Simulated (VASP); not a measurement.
Input of a VASP 6.6.1 run:

File INCAR:

```
  ALGO = Normal
  EDIFF = 1E-7
  ENCUT = 520
  GGA = PS
  ISIF = 2
  ISMEAR = 0
  LASPH = T
  LCHARG = F
  LREAL = F
  LWAVE = F
  NBANDS = 16
  NELM = 80
  PREC = Accurate
  SIGMA = 0.01
```

The input KPOINTS:

```
k-points
0
Gamma
  10 10 10
```

POSCAR

```
GaN
1.0
    0.0000000000      2.1713573498      2.1713573498
    2.1713573498      0.0000000000      2.1713573498
    2.1713573498      2.1713573498      0.0000000000
Ga N
1 1
Direct
    0.0000000000      0.0000000000      0.0000000000
    0.7500000000      0.7500000000      0.7500000000
```

Potentials or basis: VASP PAW PBE potentials, release 64 (Ga_d, N).

Run with:

```bash
$ cat potpaw_PBE.64/Ga_d/POTCAR potpaw_PBE.64/N/POTCAR > POTCAR
$ mpirun -np 1 vasp_std > vasp.out
```

Problem. Estimate the pressure.

Solution. 24.6 GPa.

Problem. What does it give for the band gap on the k mesh?

Solution. 2.39 eV, direct.

Caveat: the PAW data sets were made with another functional, which shifts forces and pressure a little. As with any semilocal functional, this PBEsol gap is likely too small.
